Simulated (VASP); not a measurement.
# GaN (P6_3mc) in VASP: settings compared

The runs below take GaN through single point, with PBE, PBE+D3(BJ).

Program: VASP 6.6.1. These are calculated values, not measurements. Logs are shortened: lines on timing, memory, paths and dates and some standing lists are left out, and cuts for length are marked.

**1. The cell of the first run**

The structure is hexagonal, space group P6_3mc (No. 186). Conventional cell: a = 3.218 Å, b = 3.218 Å, c = 5.243 Å, α = 90.00°, β = 90.00°, γ = 120.00°. Within 2.6 Å of Ga (site symmetry 3m) lie 4 N at 1.97 to 1.98 Å. Within 2.6 Å of N (site symmetry 3m) lie 4 Ga at 1.97 to 1.98 Å.

**2. Single point, PBE**

INCAR reads:

```
PREC = Accurate ; ENCUT = 520
EDIFF = 1E-6 ; ISMEAR = 0
SIGMA = 0.02 ; LREAL = False
LASPH = True ; NELM = 80
ALGO = Normal ; ISIF = 2
LWAVE = False ; LCHARG = False
GGA = PE ; NBANDS = 26
```

KPOINTS reads:

```
regular mesh
0
Gamma
  12 12 6
```

POSCAR reads:

```
GaN
1.0
    3.2183708182      0.0000000000      0.0000000000
   -1.6091854091      2.7871908873      0.0000000000
    0.0000000000      0.0000000000      5.2431684352
Ga N
2 2
Direct
    0.6666666667      0.3333333333      0.4991348654
    0.3333333333      0.6666666667      0.9991348654
    0.6666666667      0.3333333333      0.8758651346
    0.3333333333      0.6666666667      0.3758651346
```

Potentials or basis: VASP PAW PBE potentials, release 64 (Ga_d, N).

Run with:

```sh
$ cat potpaw_PBE.64/Ga_d/POTCAR potpaw_PBE.64/N/POTCAR > POTCAR
$ mpirun -np 1 vasp_std > vasp.out
```

OUTCAR:

```text
PREC = Accurate
   ENCUT = 520
   EDIFF = 1E-6
   ISMEAR = 0
   LREAL = False
   LASPH = True
   NELM = 80
   ISIF = 2
   GGA = PE

 ion  position               nearest neighbor table
   1  0.667  0.333  0.499-   4 1.97   4 1.97   4 1.97   3 1.98
   2  0.333  0.667  0.999-   3 1.97   3 1.97   3 1.97   4 1.98
   3  0.667  0.333  0.876-   2 1.97   2 1.97   2 1.97   1 1.98
   4  0.333  0.667  0.376-   1 1.97   1 1.97   1 1.97   2 1.98

  LATTYP: Found a hexagonal cell.
 ALAT       =     3.2183708182
 C/A-ratio  =     1.6291374523

  Lattice vectors:

 A1 = (   3.2183708182,   0.0000000000,   0.0000000000)
 A2 = (  -1.6091854091,   2.7871908873,   0.0000000000)
 A3 = (   0.0000000000,   0.0000000000,   5.2431684352)

Analysis of symmetry for initial positions (statically):
=====================================================================
 Subroutine PRICEL returns:
 Original cell was already a primitive cell.

 Routine SETGRP: Setting up the symmetry group for a
 hexagonal supercell.

 Subroutine GETGRP returns: Found 12 space group operations
 (whereof  6 operations were pure point group operations)
 out of a pool of 24 trial point group operations.

The static configuration has the point symmetry C_3v.
 The point group associated with its full space group is C_6v.

Analysis of symmetry for dynamics (positions and initial velocities):
=====================================================================
 Subroutine PRICEL returns:
 Original cell was already a primitive cell.

 Routine SETGRP: Setting up the symmetry group for a
 hexagonal supercell.

 Subroutine GETGRP returns: Found 12 space group operations
 (whereof  6 operations were pure point group operations)
 out of a pool of 24 trial point group operations.

The dynamic configuration has the point symmetry C_3v.
 The point group associated with its full space group is C_6v.

 Subroutine INISYM returns: Found 12 space group operations
 (whereof  6 operations are pure point group operations),
 and found     1 'primitive' translations

----------------------------------------------------------------------------------------

                                     Primitive cell

  volume of cell :      47.0323

  direct lattice vectors                    reciprocal lattice vectors
     3.218370818  0.000000000  0.000000000     0.310716215  0.179392091  0.000000000
    -1.609185409  2.787190887  0.000000000     0.000000000  0.358784181  0.000000000
     0.000000000  0.000000000  5.243168435     0.000000000  0.000000000  0.190724371

  length of vectors
     3.218370818  3.218370818  5.243168435     0.358784181  0.358784181  0.190724371

  position of ions in fractional coordinates (direct lattice)
     0.666666667  0.333333333  0.499134865
     0.333333333  0.666666667  0.999134865
     0.666666667  0.333333333  0.875865135
     0.333333333  0.666666667  0.375865135

  ion indices of the primitive-cell ions
   primitive index   ion index
                 1           1
                 2           2
                 3           3
                 4           4

----------------------------------------------------------------------------------------

 KPOINTS: regular mesh

Automatic generation of k-mesh.
 Grid dimensions read from file:
 generate k-points for:   12   12    6

 Generating k-lattice:

  Cartesian coordinates                     Fractional coordinates (reciprocal lattice)
     0.025893018  0.014949341  0.000000000     0.083333333 -0.000000000  0.000000000
     0.000000000  0.029898682  0.000000000     0.000000000  0.083333333  0.000000000
     0.000000000  0.000000000  0.031787395     0.000000000  0.000000000  0.166666667

  Length of vectors
     0.029898682  0.029898682  0.031787395

  Shift w.r.t. Gamma in fractional coordinates (k-lattice)
     0.000000000  0.000000000  0.000000000

 Subroutine IBZKPT returns following result:
 ===========================================

 Found     76 irreducible k-points:

 Following reciprocal coordinates:
            Coordinates               Weight
  0.000000  0.000000  0.000000      1.000000
  0.083333  0.000000  0.000000      6.000000
  0.166667  0.000000  0.000000      6.000000
  0.250000  0.000000  0.000000      6.000000
  0.333333  0.000000  0.000000      6.000000
  0.416667  0.000000  0.000000      6.000000
[... 16 lines left out ...]
  0.250000  0.000000  0.166667     12.000000
  0.333333  0.000000  0.166667     12.000000
 [... further k-points ...]
   k-points           NKPTS =     76   k-points in BZ     NKDIM =     76   number of bands    NBANDS=     26
   number of dos      NEDOS =    301   number of ions     NIONS =      4
   total plane-waves  NPLWV =  23040
   dimension x,y,z NGX =    24 NGY =   24 NGZ =   40
   dimension x,y,z NGXF=    48 NGYF=   48 NGZF=   80
   ions per type =               2   2
   NGX,Y,Z   is equivalent  to a cutoff of  12.40, 12.40, 12.68 a.u.
   NGXF,Y,Z  is equivalent  to a cutoff of  24.79, 24.79, 25.37 a.u.
 SYSTEM =  unknown system
   PREC   = accura    normal or accurate (medium, high low for compatibility)
   ISTART =      0    job   : 0-new  1-cont  2-samecut
   ICHARG =      2    charge: 1-file 2-atom 10-const
   ISPIN  =      1    spin polarized calculation?
   LNONCOLLINEAR =      F non collinear calculations
   LSORBIT =      F    spin-orbit coupling
   LASPH  =      T    aspherical Exc in radial PAW
   ENCUT  =  520.0 eV  38.22 Ry    6.18 a.u.   5.98  5.98  9.75*2*pi/ulx,y,z
   NELM   =     80;   NELMIN=  2; NELMDL= -5     # of ELM steps
   EDIFF  = 0.1E-05   stopping-criterion for ELM
   LREAL  =      F    real-space projection
   EDIFFG = 0.1E-04   stopping-criterion for IOM
   NSW    =      0    number of steps for IOM
   IBRION =     -1    ionic relax: 0-MD 1-quasi-New 2-CG
   NFREE  =      0    steps in history (QN), initial steepest desc. (CG)
   ISIF   =      2    stress and relaxation
   ISYM   =      2    0-nonsym 1-usesym 2-fastsym
   POTIM  = 0.5000    time-step for ionic-motion
   TEBEG  =    0.0;   TEEND  =   0.0 temperature during run
   PSTRESS=    0.0 pullay stress
   NELECT =      36.0000    total number of electrons
   NUPDOWN=      -1.0000    fix difference up-down
   EMIN   =  10.00;   EMAX   =-10.00  energy-range for DOS
   EFERMI =   0.00;   METHOD = LEGACY
   ISMEAR =     0;   SIGMA  =   0.02  broadening in eV -4-tet -1-fermi 0-gaus
   EFERMI_NEDOS =   21; number of points for ismear=-14 and -15
   IALGO  =     38    algorithm
   IMIX   =      4    mixing-type and parameters
     AMIX     =   0.40;   BMIX     =  1.00
     AMIX_MAG =   1.60;   BMIX_MAG =  1.00
  volume/ion in A,a.u.               =      11.76        79.35
  Fermi-wavevector in a.u.,A,eV,Ry     =   1.497534  2.829930 30.512550  2.242609
  Thomas-Fermi vector in A             =   2.609410
   LORBIT       =      0    0 simple, 1 ext, 2 COOP (PROOUT), +10 PAW based schemes
   GGA     = PE    functional components
   LHFCALC =     F    Hartree Fock is set to
   AEXX    =    0.0000 exact exchange contribution
   IVDW    =     0    specifies the selected vdW correction
   LEPSILON=     F    determine dielectric tensor
   LRPA    =     F    only Hartree local field effects (RPA)
 non-spin polarized calculation
 Gauss-broadening in eV      SIGMA  =   0.02
  energy-cutoff  :      520.00
  volume of cell :       47.03
 maximum number of plane-waves:      1290
 NGX is ok and might be reduce to    24
   NGX = 11   NGY = 11   NGZ = 19

 number of electron      35.9999957 magnetization

 Free energy of the ion-electron system (eV)
  ---------------------------------------------------
  ext. energy  EPLUGINS =         0.00000000
  ---------------------------------------------------
  free energy    TOTEN  =       -24.32786859 eV

  energy without entropy =      -24.32786859  energy(sigma->0) =      -24.32786859

 E-fermi :   5.1653     XC(G=0): -11.5151

 val. band max:        5.0086712887   @ k =   0.0000   0.0000   0.0000
 cond. band min:       6.7245686924   @ k =   0.0000   0.0000   0.0000
 fundamental gap:      1.7158974037
 Fermi energy:         5.1652694393

 k-point     1 :       0.0000    0.0000    0.0000
  band No.  band energies     occupation
      1     -10.7266      2.00000
      2      -9.9034      2.00000
      3      -8.4117      2.00000
      4      -8.3974      2.00000
      5      -8.3974      2.00000
      6      -8.3416      2.00000
[... 18 lines left out ...]
     25      16.4967      0.00000
     26      16.4967      0.00000

 k-point     2 :       0.0833    0.0000    0.0000
  band No.  band energies     occupation
      1     -10.6623      2.00000
      2      -9.8876      2.00000
      3      -8.4058      2.00000
      4      -8.3881      2.00000
      5      -8.3737      2.00000
      6      -8.3344      2.00000
[... 18 lines left out ...]
     25      16.1517      0.00000
     26      16.6458      0.00000

 k-point     3 :       0.1667    0.0000    0.0000
  band No.  band energies     occupation
      1     -10.4885      2.00000
      2      -9.8492      2.00000
      3      -8.3835      2.00000
      4      -8.3655      2.00000
      5      -8.3201      2.00000
      6      -8.2947      2.00000
[... 18 lines left out ...]
     25      16.1661      0.00000
     26      16.9982      0.00000

 k-point     4 :       0.2500    0.0000    0.0000
  band No.  band energies     occupation
      1     -10.2634      2.00000
      2      -9.8076      2.00000
      3      -8.3604      2.00000
      4      -8.3432      2.00000
      5      -8.2816      2.00000
      6      -8.2482      2.00000
[... 18 lines left out ...]
     25      16.2716      0.00000
     26      17.4684      0.00000

 k-point     5 :       0.3333    0.0000    0.0000
  band No.  band energies     occupation
      1     -10.0664      2.00000
      2      -9.7776      2.00000
      3      -8.3482      2.00000
      4      -8.3319      2.00000
      5      -8.2548      2.00000
      6      -8.2034      2.00000
[... 18 lines left out ...]
     25      16.4602      0.00000
     26      17.9318      0.00000

 k-point     6 :       0.4167    0.0000    0.0000
  band No.  band energies     occupation
      1      -9.9478      2.00000
      2      -9.7624      2.00000
      3      -8.3481      2.00000
      4      -8.3296      2.00000
      5      -8.2445      2.00000
      6      -8.1990      2.00000
[... 427 lines left out ...]
 k-point    21 :       0.0833    0.0000    0.1667
  band No.  band energies     occupation
      1     -10.5889      2.00000
      2      -9.9109      2.00000
      3      -8.3968      2.00000
      4      -8.3864      2.00000
      5      -8.3585      2.00000
      6      -8.3396      2.00000
[... 18 lines left out ...]
     25      16.0080      0.00000
     26      16.4141      0.00000

 k-point    22 :       0.1667    0.0000    0.1667
  band No.  band energies     occupation
      1     -10.4234      2.00000
      2      -9.8661      2.00000
      3      -8.3800      2.00000
      4      -8.3624      2.00000
      5      -8.3246      2.00000
      6      -8.3010      2.00000
[... 18 lines left out ...]
     25      15.7800      0.00000
     26      16.7994      0.00000

 k-point    23 :       0.2500    0.0000    0.1667
  band No.  band energies     occupation
      1     -10.2121      2.00000
      2      -9.8170      2.00000
      3      -8.3606      2.00000
      4      -8.3373      2.00000
      5      -8.2937      2.00000
      6      -8.2549      2.00000
[... 18 lines left out ...]
     25      15.9153      0.00000
     26      17.3064      0.00000

 k-point    24 :       0.3333    0.0000    0.1667
  band No.  band energies     occupation
      1     -10.0303      2.00000
      2      -9.7810      2.00000
      3      -8.3521      2.00000
      4      -8.3228      2.00000
      5      -8.2688      2.00000
      6      -8.2107      2.00000
[... 18 lines left out ...]
     25      16.1692      0.00000
     26      17.8813      0.00000

 [... further k-points ...]
[... 5 lines left out ...]
  --------------------------------------------------------------------------------------
  -------------------------------------------------------------------------------------
  Total        0.0361496      0.0361496      0.0455541      0.0000000      0.0000000      0.0000000
  in kB        1.2314511      1.2314511      1.5518209      0.0000000      0.0000000      0.0000000
  external PRESSURE =       1.3382410 kB  Pullay stress =       0.0000000 kB

 VOLUME and BASIS-vectors are now :
 -----------------------------------------------------------------------------
  energy-cutoff  :      520.00
  volume of cell :       47.03
      direct lattice vectors                 reciprocal lattice vectors
     3.218370818  0.000000000  0.000000000     0.310716215  0.179392091  0.000000000
    -1.609185409  2.787190887  0.000000000     0.000000000  0.358784181  0.000000000
     0.000000000  0.000000000  5.243168435     0.000000000  0.000000000  0.190724371

 POSITION                                       TOTAL-FORCE (eV/Angst)
 -----------------------------------------------------------------------------------
      1.60919      0.92906      2.61705        -0.000000     -0.000000     -0.000120
     -0.00000      1.85813      5.23863        -0.000000      0.000000     -0.000120
      1.60919      0.92906      4.59231         0.000000      0.000000      0.000120
     -0.00000      1.85813      1.97072        -0.000000     -0.000000      0.000120
 -----------------------------------------------------------------------------------
    total drift:                               -0.000001     -0.000001     -0.001211

  FREE ENERGIE OF THE ION-ELECTRON SYSTEM (eV)
  ---------------------------------------------------
  free  energy   TOTEN  =       -24.3278685905 eV

  energy  without entropy=      -24.3278685905  energy(sigma->0) =      -24.32786859
```

It took 31 s on 1 thread of Intel Xeon 6975P-C (Granite Rapids), shared host; peak memory 0.21 GiB.

What came out:

```yaml
Free_energy: -24.3279 eV
Pressure: 0.1 GPa
Band_gap_on_the_k_mesh: 1.72 eV, direct
```

PBE gaps usually lie below the measured ones, often by a third to a half.

**3. Single point, PBE**

INCAR reads:

```
SYSTEM = GaN
PREC     = Accurate       ! precision mode
ENCUT    = 520            ! plane-wave cutoff, eV
EDIFF    = 1E-7           ! SCF threshold, eV
ISMEAR   = 0              ! smearing method
SIGMA    = 0.02           ! smearing width, eV
LREAL    = .FALSE.        ! projectors in reciprocal space
LASPH    = .TRUE.         ! aspherical terms in the spheres
NELM     = 60             ! most SCF steps
ALGO     = Normal         ! electronic algorithm
ISIF     = 2              ! what is computed and relaxed
LWAVE    = .FALSE.        ! write WAVECAR
LCHARG   = .FALSE.        ! write CHGCAR
GGA      = PE             ! functional
NBANDS   = 26             ! bands
```

KPOINTS reads:

```
regular mesh
0
G
  12 12 6
  0 0 0
```

POSCAR reads:

```
GaN
1.0
    3.2183708151      0.0000000000      0.0000000000
   -1.6091854076      2.7871908846      0.0000000000
    0.0000000000      0.0000000000      5.2431684177
Ga N
2 2
Direct
    0.6666666667      0.3333333333      0.4991348631
    0.3333333333      0.6666666667      0.9991348631
    0.6666666667      0.3333333333      0.8758651369
    0.3333333333      0.6666666667      0.3758651369
```

Potentials or basis: VASP PAW PBE potentials, release 64 (Ga_d, N).

Run with:

```sh
$ cat potpaw_PBE.64/Ga_d/POTCAR potpaw_PBE.64/N/POTCAR > POTCAR
$ mpirun -np 1 vasp_std > vasp.out
```

Run time: 43 s. Hardware: 1 thread of Intel Xeon Platinum 8488C (Sapphire Rapids), shared host; peak memory 0.2 GiB.

It converged, with:

| Property | Result |
| --- | --- |
| Free energy | -24.3279 eV |
| Pressure | 0.1 GPa |
| Band gap on the k mesh | 1.72 eV, direct |

Levels at points of the mesh, in eV from the valence-band top:
```tsv
k point	band 16	band 17	band 18	band 19	band 20	band 21
(0.00, 0.00, 0.00)	-0.04	0.00	0.00	1.72	4.07	9.02
(0.50, 0.00, 0.00)	-2.64	-2.11	-0.96	4.98	5.37	5.98
(0.00, 0.00, 0.50)	-0.51	-0.51	-0.51	4.06	4.06	8.31
(0.50, 0.00, 0.50)	-1.87	-1.83	-1.83	4.31	4.31	7.58
```

(Part 1 of 2 ends here.)
